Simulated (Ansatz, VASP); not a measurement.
**One calculation of W3N4, two programs**

```
W N
1.0
     4.67416    0.00000    0.00000
     0.00000    4.67416    0.00000
     0.00000    0.00000    4.67416
W N
3 4
Direct
  0.00000 0.00000 0.50000
  0.50000 0.00000 0.00000
  0.00000 0.50000 0.00000
  0.28429 0.71571 0.28429
  0.71571 0.28429 0.28429
  0.28429 0.28429 0.71571
  0.71571 0.71571 0.71571
```

Change from the starting cell: species swapped into the Sn3As4 type (P-43m, No. 215).

Alike in both runs: task relaxation of cell and atoms; functional PBE; k mesh 4 × 4 × 4; occupations gaussian, width 0.1 eV; no spin polarisation.

```csv
,VASP,Ansatz
version,VASP 6.6.1,Ansatz 0.2.0
potentials or method,"VASP PAW PBE potentials, release 64 (W_sv, N), cutoff 600 eV","scalar-relativistic, plane waves, PAW"
valence electrons in the cell,62,62
```

```tsv
	VASP	Ansatz	Ansatz less VASP
gap on the k mesh at the Fermi level, each at its own relaxed structure (eV)	none	none	-
relaxed volume (Å³/atom)	13.33	13.42	+0.083
relaxed length of the cell vector where the two differ most in proportion (Å)	4.536	4.546	+0.0094
```

A gap of «none» marks a metal or a gap that the smearing closes.

Spin-orbit coupling is off throughout.
